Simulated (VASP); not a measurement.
Input of a VASP 6.6.1 run:

INCAR

```
SYSTEM = SiC
PREC     = Accurate       ! precision mode
ENCUT    = 520            ! plane-wave cutoff, eV
EDIFF    = 1E-6           ! SCF threshold, eV
ISMEAR   = 0              ! smearing method
SIGMA    = 0.02           ! smearing width, eV
LREAL    = .FALSE.        ! projectors in reciprocal space
LASPH    = .TRUE.         ! aspherical terms in the spheres
NELM     = 60             ! most SCF steps
ALGO     = Normal         ! electronic algorithm
ISIF     = 2              ! what is computed and relaxed
LWAVE    = .FALSE.        ! write WAVECAR
LCHARG   = .TRUE.         ! write CHGCAR
GGA      = PE             ! functional
LELF     = .TRUE.         ! ELF
LVHAR    = .TRUE.       
NBANDS   = 16             ! bands
```

The input KPOINTS:

```
Automatic mesh
0
G
  12 12 6
  0 0 0
```

File POSCAR:

```
SiC
1.0
    2.9641338832      0.0000000000      0.0000000000
   -1.4820669416      2.5670152431      0.0000000000
    0.0000000000      0.0000000000      4.8584999660
Si C
2 2
Direct
    0.6666666667      0.3333333333      0.5045621671
    0.3333333333      0.6666666667      0.0045621671
    0.6666666667      0.3333333333      0.8804378229
    0.3333333333      0.6666666667      0.3804378229
```

Potentials or basis: VASP PAW PBE potentials, release 64 (Si, C).

The run is started by

```console
$ cat potpaw_PBE.64/Si/POTCAR potpaw_PBE.64/C/POTCAR > POTCAR
$ mpirun -np 1 vasp_std > vasp.out
```

(1) Estimate the band gap on the k mesh.

(2) Estimate the pressure.

## Answers

(1) 2.07 eV, indirect (least direct gap 4.18 eV).

(2) 34.8 GPa.
